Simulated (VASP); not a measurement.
# LiH (Fm-3m) in VASP: further runs

LiH is run at these levels: PBE; tasks: single point, relaxation of cell and atoms.

Program: VASP 6.6.1. These are calculated values, not measurements. Logs are shortened: lines on timing, memory, paths and dates and some standing lists are left out, and cuts for length are marked.

## (1) The cell of the first run

The structure is cubic, space group Fm-3m (No. 225). The conventional cell has a = 4.007 Å, b = 4.007 Å, c = 4.007 Å, α = 90.00°, β = 90.00°, γ = 90.00°. Li (site symmetry m-3m) has 6 H at 2.00 Å within 2.7 Å. H (site symmetry m-3m) has 6 Li at 2.00 Å within 2.7 Å.

## (2) Single point, PBE

File INCAR:

```
SYSTEM = LiH
  ALGO = Normal
  EDIFF = 1E-7
  ENCUT = 520
  GGA = PE
  ISIF = 2
  ISMEAR = 0
  LASPH = .True.
  LCHARG = .True.
  LELF = .True.
  LREAL = .False.
  LVHAR = .True.
  LWAVE = .False.
  NBANDS = 9
  NELM = 60
  PREC = Accurate
  SIGMA = 0.02
```

File KPOINTS:

```
k-points
0
Gamma
  10 10 10
  0 0 0
```

File POSCAR:

```
LiH
1.0
    0.0000000000      2.0035500255      2.0035500255
    2.0035500255      0.0000000000      2.0035500255
    2.0035500255      2.0035500255      0.0000000000
Li H
1 1
Direct
    0.0000000000      0.0000000000      0.0000000000
    0.5000000000      0.5000000000      0.5000000000
```

Potentials or basis: VASP PAW PBE potentials, release 64 (Li_sv, H).

Run with:

```
$ cat potpaw_PBE.64/Li_sv/POTCAR potpaw_PBE.64/H/POTCAR > POTCAR
$ mpirun -np 1 vasp_std > vasp.out
```

OUTCAR:

```text
SYSTEM = LiH
   EDIFF = 1E-7
   ENCUT = 520
   GGA = PE
   ISIF = 2
   ISMEAR = 0
   LASPH = .True.
   LREAL = .False.
   NELM = 60
   PREC = Accurate

 ion  position               nearest neighbor table
   1  0.000  0.000  0.000-
   2  0.500  0.500  0.500-

  LATTYP: Found a face centered cubic cell.
 ALAT       =     4.0071000510

  Lattice vectors:

 A1 = (   0.0000000000,   2.0035500255,   2.0035500255)
 A2 = (   2.0035500255,   0.0000000000,   2.0035500255)
 A3 = (   2.0035500255,   2.0035500255,   0.0000000000)

Analysis of symmetry for initial positions (statically):
=====================================================================
 Subroutine PRICEL returns:
 Original cell was already a primitive cell.

 Routine SETGRP: Setting up the symmetry group for a
 face centered cubic supercell.

 Subroutine GETGRP returns: Found 48 space group operations
 (whereof 48 operations were pure point group operations)
 out of a pool of 48 trial point group operations.

The static configuration has the point symmetry O_h .

Analysis of symmetry for dynamics (positions and initial velocities):
=====================================================================
 Subroutine PRICEL returns:
 Original cell was already a primitive cell.

 Routine SETGRP: Setting up the symmetry group for a
 face centered cubic supercell.

 Subroutine GETGRP returns: Found 48 space group operations
 (whereof 48 operations were pure point group operations)
 out of a pool of 48 trial point group operations.

The dynamic configuration has the point symmetry O_h .

 Subroutine INISYM returns: Found 48 space group operations
 (whereof 48 operations are pure point group operations),
 and found     1 'primitive' translations

----------------------------------------------------------------------------------------

                                     Primitive cell

  volume of cell :      16.0854

  direct lattice vectors                    reciprocal lattice vectors
     0.000000000  2.003550026  2.003550026    -0.249557033  0.249557033  0.249557033
     2.003550026  0.000000000  2.003550026     0.249557033 -0.249557033  0.249557033
     2.003550026  2.003550026  0.000000000     0.249557033  0.249557033 -0.249557033

  length of vectors
     2.833447619  2.833447619  2.833447619     0.432245461  0.432245461  0.432245461

  position of ions in fractional coordinates (direct lattice)
     0.000000000  0.000000000  0.000000000
     0.500000000  0.500000000  0.500000000

  ion indices of the primitive-cell ions
   primitive index   ion index
                 1           1
                 2           2

----------------------------------------------------------------------------------------

 KPOINTS: k-points

Automatic generation of k-mesh.
 Grid dimensions read from file:
 generate k-points for:   10   10   10

 Generating k-lattice:

  Cartesian coordinates                     Fractional coordinates (reciprocal lattice)
    -0.024955703  0.024955703  0.024955703     0.100000000  0.000000000  0.000000000
     0.024955703 -0.024955703  0.024955703     0.000000000  0.100000000  0.000000000
     0.024955703  0.024955703 -0.024955703     0.000000000  0.000000000  0.100000000

  Length of vectors
     0.043224546  0.043224546  0.043224546

  Shift w.r.t. Gamma in fractional coordinates (k-lattice)
     0.000000000  0.000000000  0.000000000

 Subroutine IBZKPT returns following result:
 ===========================================

 Found     47 irreducible k-points:

 Following reciprocal coordinates:
            Coordinates               Weight
  0.000000  0.000000  0.000000      1.000000
  0.100000  0.000000  0.000000      8.000000
  0.200000  0.000000  0.000000      8.000000
  0.300000  0.000000  0.000000      8.000000
  0.400000  0.000000  0.000000      8.000000
  0.500000  0.000000  0.000000      4.000000
[... 16 lines left out ...]
  0.300000  0.300000  0.000000      6.000000
  0.400000  0.300000  0.000000     24.000000
 [... further k-points ...]
   k-points           NKPTS =     47   k-points in BZ     NKDIM =     47   number of bands    NBANDS=      9
   number of dos      NEDOS =    301   number of ions     NIONS =      2
   total plane-waves  NPLWV =  13824
   dimension x,y,z NGX =    24 NGY =   24 NGZ =   24
   dimension x,y,z NGXF=    48 NGYF=   48 NGZF=   48
   ions per type =               1   1
   NGX,Y,Z   is equivalent  to a cutoff of  14.08, 14.08, 14.08 a.u.
   NGXF,Y,Z  is equivalent  to a cutoff of  28.16, 28.16, 28.16 a.u.
 SYSTEM =  LiH
   PREC   = accura    normal or accurate (medium, high low for compatibility)
   ISTART =      0    job   : 0-new  1-cont  2-samecut
   ICHARG =      2    charge: 1-file 2-atom 10-const
   ISPIN  =      1    spin polarized calculation?
   LNONCOLLINEAR =      F non collinear calculations
   LSORBIT =      F    spin-orbit coupling
   LASPH  =      T    aspherical Exc in radial PAW
   ENCUT  =  520.0 eV  38.22 Ry    6.18 a.u.   5.27  5.27  5.27*2*pi/ulx,y,z
   NELM   =     60;   NELMIN=  2; NELMDL= -5     # of ELM steps
   EDIFF  = 0.1E-06   stopping-criterion for ELM
   LREAL  =      F    real-space projection
   EDIFFG = 0.1E-05   stopping-criterion for IOM
   NSW    =      0    number of steps for IOM
   IBRION =     -1    ionic relax: 0-MD 1-quasi-New 2-CG
   NFREE  =      0    steps in history (QN), initial steepest desc. (CG)
   ISIF   =      2    stress and relaxation
   ISYM   =      2    0-nonsym 1-usesym 2-fastsym
   POTIM  = 0.5000    time-step for ionic-motion
   TEBEG  =    0.0;   TEEND  =   0.0 temperature during run
   PSTRESS=    0.0 pullay stress
   NELECT =       4.0000    total number of electrons
   NUPDOWN=      -1.0000    fix difference up-down
   EMIN   =  10.00;   EMAX   =-10.00  energy-range for DOS
   EFERMI =   0.00;   METHOD = LEGACY
   ISMEAR =     0;   SIGMA  =   0.02  broadening in eV -4-tet -1-fermi 0-gaus
   EFERMI_NEDOS =   21; number of points for ismear=-14 and -15
   IALGO  =     38    algorithm
   IMIX   =      4    mixing-type and parameters
     AMIX     =   0.40;   BMIX     =  1.00
     AMIX_MAG =   1.60;   BMIX_MAG =  1.00
  volume/ion in A,a.u.               =       8.04        54.27
  Fermi-wavevector in a.u.,A,eV,Ry     =   1.029480  1.945435 14.419854  1.059829
  Thomas-Fermi vector in A             =   2.163530
   LORBIT       =      0    0 simple, 1 ext, 2 COOP (PROOUT), +10 PAW based schemes
   GGA     = PE    functional components
   LHFCALC =     F    Hartree Fock is set to
   AEXX    =    0.0000 exact exchange contribution
   IVDW    =     0    specifies the selected vdW correction
   LEPSILON=     F    determine dielectric tensor
   LRPA    =     F    only Hartree local field effects (RPA)
 non-spin polarized calculation
 Gauss-broadening in eV      SIGMA  =   0.02
  energy-cutoff  :      520.00
  volume of cell :       16.09
 maximum number of plane-waves:       444
 NGX is ok and might be reduce to    24
   NGX = 11   NGY = 11   NGZ = 11

 number of electron       3.9999995 magnetization

 Free energy of the ion-electron system (eV)
  ---------------------------------------------------
  ext. energy  EPLUGINS =         0.00000000
  ---------------------------------------------------
  free energy    TOTEN  =        -6.12707084 eV

  energy without entropy =       -6.12707084  energy(sigma->0) =       -6.12707084

 E-fermi :   0.3546     XC(G=0):  -8.5150

 val. band max:        0.0962275859   @ k =   0.5000   0.5000   0.0000
 cond. band min:       3.0747181903   @ k =   0.5000   0.5000   0.0000
 fundamental gap:      2.9784906044
 Fermi energy:         0.3545825285

 k-point     1 :       0.0000    0.0000    0.0000
  band No.  band energies     occupation
      1     -44.1932      2.00000
      2      -5.3410      2.00000
      3      16.2056      0.00000
      4      17.9983      0.00000
      5      17.9984      0.00000
      6      17.9984      0.00000
      7      22.7157      0.00000
      8      22.7157      0.00000
      9      22.7157      0.00000

 k-point     2 :       0.1000    0.0000    0.0000
  band No.  band energies     occupation
      1     -44.1889      2.00000
      2      -5.1641      2.00000
      3      14.7264      0.00000
      4      17.0023      0.00000
      5      17.6093      0.00000
      6      17.6093      0.00000
      7      22.1466      0.00000
      8      23.5566      0.00000
      9      23.5566      0.00000

 k-point     3 :       0.2000    0.0000    0.0000
  band No.  band energies     occupation
      1     -44.1772      2.00000
      2      -4.6470      2.00000
      3      11.4697      0.00000
      4      15.7318      0.00000
      5      16.9818      0.00000
      6      16.9818      0.00000
      7      22.9912      0.00000
      8      23.3478      0.00000
      9      23.3478      0.00000

 k-point     4 :       0.3000    0.0000    0.0000
  band No.  band energies     occupation
      1     -44.1629      2.00000
      2      -3.8506      2.00000
      3       8.3211      0.00000
      4      14.6862      0.00000
      5      16.6018      0.00000
      6      16.6018      0.00000
      7      21.2771      0.00000
      8      21.2771      0.00000
      9      24.5454      0.00000
[... 205 lines left out ...]
 k-point    22 :      -0.2000    0.2000    0.0000
  band No.  band energies     occupation
      1     -44.1580      2.00000
      2      -3.5134      2.00000
      3       9.6289      0.00000
      4       9.7721      0.00000
      5      16.1335      0.00000
      6      17.1335      0.00000
      7      21.9145      0.00000
      8      24.0319      0.00000
      9      25.7087      0.00000

 k-point    23 :       0.3000    0.3000    0.0000
  band No.  band energies     occupation
      1     -44.1533      2.00000
      2      -3.1138      2.00000
      3       8.6769      0.00000
      4      12.3443      0.00000
      5      12.3443      0.00000
      6      15.5735      0.00000
      7      17.5622      0.00000
      8      28.6485      0.00000
      9      31.1344      0.00000

 k-point    24 :       0.4000    0.3000    0.0000
  band No.  band energies     occupation
      1     -44.1443      2.00000
      2      -2.2222      2.00000
      3       6.7882      0.00000
      4      10.5765      0.00000
      5      11.9030      0.00000
      6      16.3382      0.00000
      7      17.6710      0.00000
      8      29.6887      0.00000
      9      30.1530      0.00000

 [... further k-points ...]

------------------------ aborting loop because EDIFF is reached ----------------------------------------

  FORCE on cell =-STRESS in cart. coord.  units (eV):
  Direction    XX          YY          ZZ          XY          YZ          ZX
  --------------------------------------------------------------------------------------
  -------------------------------------------------------------------------------------
  Total       -0.0248632     -0.0248632     -0.0248632      0.0000000      0.0000000     -0.0000000
  in kB       -2.4764911     -2.4764911     -2.4764911      0.0000000      0.0000000     -0.0000000
  external PRESSURE =      -2.4764911 kB  Pullay stress =       0.0000000 kB

 VOLUME and BASIS-vectors are now :
 -----------------------------------------------------------------------------
  energy-cutoff  :      520.00
  volume of cell :       16.09
      direct lattice vectors                 reciprocal lattice vectors
     0.000000000  2.003550026  2.003550026    -0.249557033  0.249557033  0.249557033
     2.003550026  0.000000000  2.003550026     0.249557033 -0.249557033  0.249557033
     2.003550026  2.003550026  0.000000000     0.249557033  0.249557033 -0.249557033

 POSITION                                       TOTAL-FORCE (eV/Angst)
 -----------------------------------------------------------------------------------
      0.00000      0.00000      0.00000        -0.000000     -0.000000     -0.000000
      2.00355      2.00355      2.00355         0.000000      0.000000      0.000000
 -----------------------------------------------------------------------------------
    total drift:                                0.000000     -0.000000     -0.000000

  FREE ENERGIE OF THE ION-ELECTRON SYSTEM (eV)
  ---------------------------------------------------
  free  energy   TOTEN  =        -6.1270708417 eV

  energy  without entropy=       -6.1270708417  energy(sigma->0) =       -6.12707084
```

Run time: 12 s. Hardware: 1 thread of Intel Xeon 8259CL, shared host; peak memory 0.13 GiB.

Results:

* Free energy: -6.1271 eV
* Band gap on the k mesh: 2.98 eV, direct

Levels at points of the mesh, in eV from the valence-band top:
| k point | band 1 | band 2 | band 3 | band 4 | band 5 | band 6 | band 7 |
| --- | --- | --- | --- | --- | --- | --- | --- |
| (0.00, 0.00, 0.00) | -44.29 | -5.44 | 16.11 | 17.90 | 17.90 | 17.90 | 22.62 |
| (0.50, 0.00, 0.00) | -44.24 | -2.63 | 4.92 | 13.67 | 16.51 | 16.51 | 19.09 |
| (0.50, 0.50, 0.00) | -44.23 | 0.00 | 2.98 | 10.82 | 10.82 | 13.98 | 17.29 |

Caveat: the cutoff is under 1.25 times the usual one of these potentials, so pressure, stress and relaxed cells hold a basis-set (Pulay) error.

## (3) Relaxation of cell and atoms, PBE

This run uses another cell than the first one, of 8.10 Å³/atom, 1.008 times its volume.

File INCAR:

```
SYSTEM = LiH
  PREC = Accurate
  ENCUT = 600
  EDIFF = 1E-6
  ISMEAR = 0
  SIGMA = 0.02
  LREAL = .FALSE.
  LASPH = .TRUE.
  NELM = 60
  ALGO = Normal
  ISIF = 3
  LWAVE = .FALSE.
  LCHARG = .FALSE.
  GGA = PE
  IBRION = 2
  NSW = 100
  EDIFFG = -0.01
```

File KPOINTS:

```
regular mesh
0
G
  10 10 10
  0 0 0
```

File POSCAR:

```
LiH
1.0
    0.0000000000      2.0086193100      2.0086193100
    2.0086193100      0.0000000000      2.0086193100
    2.0086193100      2.0086193100      0.0000000000
Li H
1 1
Direct
    0.0000000000      0.0000000000      0.0000000000
    0.5000000000      0.5000000000      0.5000000000
```

Potentials or basis: VASP PAW PBE potentials, release 64 (Li_sv, H).

Run with:

```
$ cat potpaw_PBE.64/Li_sv/POTCAR potpaw_PBE.64/H/POTCAR > POTCAR
$ mpirun -np 1 vasp_std > vasp.out
```

Wall time 12 s (1 thread of Intel Xeon 8259CL, shared host); peak memory 0.13 GiB.

It converged, with:

```
Free energy                            : -6.1274 eV
Relaxed volume                         : 7.99 Å³/atom
Relaxed cell                           : a = 2.827 Å, b = 2.827 Å, c = 2.827 Å, α = 60.00°, β = 60.00°, γ = 60.00°
Space group after relaxing (to 0.05 Å) : Fm-3m (No. 225)
Energy gained by relaxing              : 0.2 meV/atom
Ionic steps                            : 3
Pressure after relaxing                : 0.0 GPa
Band gap on the k mesh                 : 2.97 eV, direct
```

Step by step:
| step | energy change (eV) | largest force (eV/Å) | pressure (GPa) | volume (Å³) |
| --- | --- | --- | --- | --- |
| 1 | 0.0000 | 0.0000 | -0.50 | 16.21 |
| 2 | -0.0002 | 0.0000 | -0.37 | 16.15 |
| 3 | -0.0004 | 0.0000 | 0.00 | 15.98 |

Final structure:
```yaml
crystal:
  lattice:
    - [0.00000, 1.99931, 1.99931]
    - [1.99931, 0.00000, 1.99931]
    - [1.99931, 1.99931, 0.00000]
  atoms:
    - { symbol: Li, position: [0.00000, 0.00000, 0.00000] }
    - { symbol: H, position: [0.50000, 0.50000, 0.50000] }
```

Levels at points of the mesh, in eV from the valence-band top:
```tsv
k point	band 1	band 2	band 3	band 4	band 5
(0.00, 0.00, 0.00)	-44.28	-5.46	16.18	17.97	17.97
(0.50, 0.00, 0.00)	-44.23	-2.65	4.94	13.73	16.57
(0.50, 0.50, 0.00)	-44.22	0.00	2.97	10.85	10.85
```

Caveat: the cutoff is under 1.25 times the usual one of these potentials, so pressure, stress and relaxed cells hold a basis-set (Pulay) error. A k mesh can miss the band edges.
